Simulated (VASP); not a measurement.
A run of VASP 6.6.1:

INCAR

```
PREC = Accurate
ENCUT = 520
EDIFF = 1E-6
ISMEAR = 0
SIGMA = 0.1
LREAL = F
LASPH = T
NELM = 80
ALGO = Normal
ISIF = 2
LWAVE = F
LCHARG = F
LDIPOL = T
IDIPOL = 3
DIPOL = 0.5 0.5 0.501
GGA = PE
IBRION = 2
NSW = 80
EDIFFG = -0.02
KPAR = 4
```

Contents of KPOINTS:

```
Automatic mesh
0
Gamma
  9 9 1
```

File POSCAR:

```
Bi2Te3
1.0
    4.4688122866      0.0000000000      0.0000000000
   -2.2344061433      3.8701049649      0.0000000000
    0.0000000000      0.0000000000     32.7002686743
Te Bi
6 4
Direct
    0.3333333333      0.6666666667      0.2293559137
    0.6666666667      0.3333333333      0.2909158649
    0.6666666667      0.3333333333      0.4692194088
    0.0000000000      0.0000000000      0.5307805912
    0.3333333333      0.6666666667      0.5923405425
    0.3333333333      0.6666666667      0.7706440863
    0.0000000000      0.0000000000      0.3457039724
    0.3333333333      0.6666666667      0.4144316252
    0.6666666667      0.3333333333      0.6471286499
    0.0000000000      0.0000000000      0.7158563027
```

Potentials or basis: VASP PAW PBE potentials, release 64 (Te, Bi_d).

Run with:

```bash
$ cat potpaw_PBE.64/Te/POTCAR potpaw_PBE.64/Bi_d/POTCAR > POTCAR
$ mpirun -np 4 vasp_std > vasp.out
```

Hardware: 4 MPI ranks on Intel(R) Xeon(R) Platinum 8488C (Sapphire Rapids) (shared host).

Problem. Estimate the wall time of this run.

Solution. Run time: 29 min on 4 MPI ranks on Intel(R) Xeon(R) Platinum 8488C (Sapphire Rapids), with other jobs on the host, peak memory 0.93 GiB a rank. Counts: scf iterations 185, k points 12, ion steps 11.
